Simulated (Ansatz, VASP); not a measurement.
## BaTiO3 in VASP and in Ansatz

```
CELL_PARAMETERS angstrom
3.77033 0.00000 0.00000
0.00000 3.77033 0.00000
0.00000 0.00000 3.77035
ATOMIC_POSITIONS crystal
Ba 0.50000 0.50000 0.57200
Ti 0.00000 0.00000 0.07200
O 0.00000 0.50000 0.07200
O 0.50000 0.00000 0.07200
O 0.00000 0.00000 0.57200
```

Alike in both runs: task single point; functional PBE; k mesh 8 × 8 × 8; occupations gaussian, width 0.02 eV; no spin polarisation; Hubbard terms Ti d U = 4.0 eV.

```csv
,VASP,Ansatz
version,VASP 6.6.1,Ansatz 0.2.0
potentials or method,"VASP PAW PBE potentials, release 64 (Ba_sv, Ti_sv, O_h), cutoff 910 eV","scalar-relativistic, plane waves, PAW"
valence electrons in the cell,40,40
```

|  | VASP | Ansatz | Ansatz less VASP |
| --- | --- | --- | --- |
| gap on the k mesh at the Fermi level (eV) | 2.57 | 2.59 | +0.026 |
| least direct gap on the mesh (eV) | 2.57 | 2.59 | +0.026 |

The programs project onto different local orbitals, so the same U acts differently, and such runs can settle in different states.

Neither program's run includes spin-orbit coupling. Noted on VASP's run: the cutoff is short for stress, so the pressure is rough.
